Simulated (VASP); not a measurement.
Input of a VASP 6.6.1 run:

POSCAR

```
Hf3O8
1.0
    3.5767737680      0.0000000000      0.0000000000
   -1.7883868840      3.0975769467      0.0000000000
    0.0000000000      0.0000000000     25.2214824332
O Hf
8 3
Direct
    0.6666666667      0.3333333333      0.2973655502
    0.0000000000      0.0000000000      0.3552611073
    0.3333333333      0.6666666667      0.4131566644
    0.6666666667      0.3333333333      0.4710522215
    0.0000000000      0.0000000000      0.5289477785
    0.3333333333      0.6666666667      0.5868433356
    0.6666666667      0.3333333333      0.6447388927
    0.0000000000      0.0000000000      0.7026344498
    0.6666666667      0.3333333333      0.3842088858
    0.3333333333      0.6666666667      0.5000000000
    0.0000000000      0.0000000000      0.6157911142
```

File INCAR.step1:

```
SYSTEM = Hf3O8
  PREC = Accurate
  ENCUT = 520
  ISMEAR = 0
  SIGMA = 0.05
  LREAL = .FALSE.
  LASPH = .TRUE.
  NELM = 60
  LDIPOL = .TRUE.
  IDIPOL = 3
  DIPOL = 0.5 0.5 0.500
  NBANDS = 50
  GGA = PE
  ALGO = Normal
  EDIFF = 1E-4
  LWAVE = .TRUE.
  LCHARG = .FALSE.
```

INCAR.step2

```
SYSTEM = Hf3O8
  PREC = Accurate
  ENCUT = 520
  EDIFF = 1E-7
  ISMEAR = 0
  SIGMA = 0.05
  LREAL = .FALSE.
  LASPH = .TRUE.
  NELM = 60
  ALGO = Normal
  ISIF = 2
  LWAVE = .FALSE.
  LCHARG = .FALSE.
  LDIPOL = .TRUE.
  IDIPOL = 3
  DIPOL = 0.5 0.5 0.500
  METAGGA = R2SCAN
  LMIXTAU = .TRUE.
  NBANDS = 50
  ISTART = 1
```

The input KPOINTS:

```
regular mesh
0
G
  9 9 1
  0 0 0
```

Potentials or basis: VASP PAW PBE potentials, release 64 (O, Hf_pv).

Launch:

```sh
$ cat potpaw_PBE.64/O/POTCAR potpaw_PBE.64/Hf_pv/POTCAR > POTCAR
$ cp INCAR.step1 INCAR
$ mpirun -np 1 vasp_std > vasp.out
$ cp INCAR.step2 INCAR
$ mpirun -np 1 vasp_std > vasp.out
```

Q: Estimate the band gap on the k mesh.

A: Zero (band 39 reaches -4.29 eV, above the bottom of band 40 at -4.40 eV).

Q: What does it give for the largest force?

A: 2.901 eV/Å.

Forces in eV/Å, atoms in the order of the input:
```
O    0.000  0.000  1.692
O    0.000  0.000  0.901
O    0.000  0.000  0.256
O    0.000  0.000  0.256
O    0.000  0.000 -0.256
O    0.000  0.000 -0.256
O    0.000  0.000 -0.901
O    0.000  0.000 -1.692
Hf   0.000  0.000 -2.901
Hf   0.000  0.000  0.000
Hf   0.000  0.000  2.901
```

Caveat: the PAW data sets were made with another functional, which shifts forces and pressure a little; spin-orbit coupling is left out, which moves the levels of the heavy elements.
